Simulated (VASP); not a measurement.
A run of VASP 6.6.1:

The input INCAR:

```
PREC = Accurate
ENCUT = 400
EDIFF = 1E-6
ISMEAR = 0
SIGMA = 0.02
LREAL = F
LASPH = T
NELM = 120
ALGO = Normal
ISIF = 2
LWAVE = F
LCHARG = T
LDIPOL = T
IDIPOL = 3
DIPOL = 0.5 0.5 0.500
GGA = PE
IVDW = 12
LELF = T
LVHAR = T
LVACPOTAV = T
NBANDS = 22
GGA_COMPAT = F
NELMDL = -8
```

Contents of KPOINTS:

```
Automatic mesh
0
Gamma
  9 9 1
```

File POSCAR:

```
As
1.0
    3.4060000000      0.0000000000      0.0000000000
   -1.7030000000      2.9496825253      0.0000000000
    0.0000000000      0.0000000000     28.5742413766
As
2
Direct
    0.3333333333      0.6666666667      0.4895185319
    0.6666666667      0.3333333333      0.5104814681
```

Potentials or basis: VASP PAW PBE potentials, release 64 (As_d).

The run is started by

```sh
$ cat potpaw_PBE.64/As_d/POTCAR > POTCAR
$ mpirun -np 1 vasp_std > vasp.out
```

Hardware: 1 thread of Intel(R) Xeon(R) 6975P-C (Granite Rapids), with other jobs on the host.

Question: How long does it take, and how much memory?

Answer: Wall time 38 s on 1 thread of Intel(R) Xeon(R) 6975P-C (Granite Rapids) (shared host), peak memory 0.32 GiB. Counts: scf iterations 23, k points 12.
